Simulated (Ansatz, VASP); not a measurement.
Sb in VASP and in Ansatz

```xyz
3
Lattice="5.7078 0.0000 0.0000 -2.8539 4.9431 0.0000 0.0000 0.0000 3.3731" Properties=species:S:1:pos:R:3 pbc="T T T"
Sb    0.0000    0.0000    3.3731
Sb    0.0000    3.2954    1.6865
Sb    2.8539    1.6477    1.6865
```

Alike in both runs: task single point; functional BLYP; k mesh 7 × 7 × 11; occupations fermi-dirac, width 0.1 eV; no spin polarisation.

|  | VASP | Ansatz |
| --- | --- | --- |
| version | VASP 6.6.1 | Ansatz 0.2.0 |
| potentials or method | VASP PAW PBE potentials, release 64 (Sb), cutoff 520 eV | plane waves (420 eV) with PAW, scalar-relativistic |
| valence electrons in the cell | 15 | 45 |

Ansatz gave:

| Item | Value |
| --- | --- |
| pressure (GPa) | -1.6 |
| traceless stress, the component that is largest in VASP (GPa) | 0.10 |

Q: What did VASP give for the same quantities?

A: Pressure (GPa): -1.5; traceless stress, the component that is largest in VASP (GPa): 0.11.

VASP's potentials were made for PBE, not for BLYP. VASP's potentials hold 15 valence electrons a cell and Ansatz's 45, so a difference there can come from the potentials and not from the codes.

Spin-orbit coupling is off throughout.
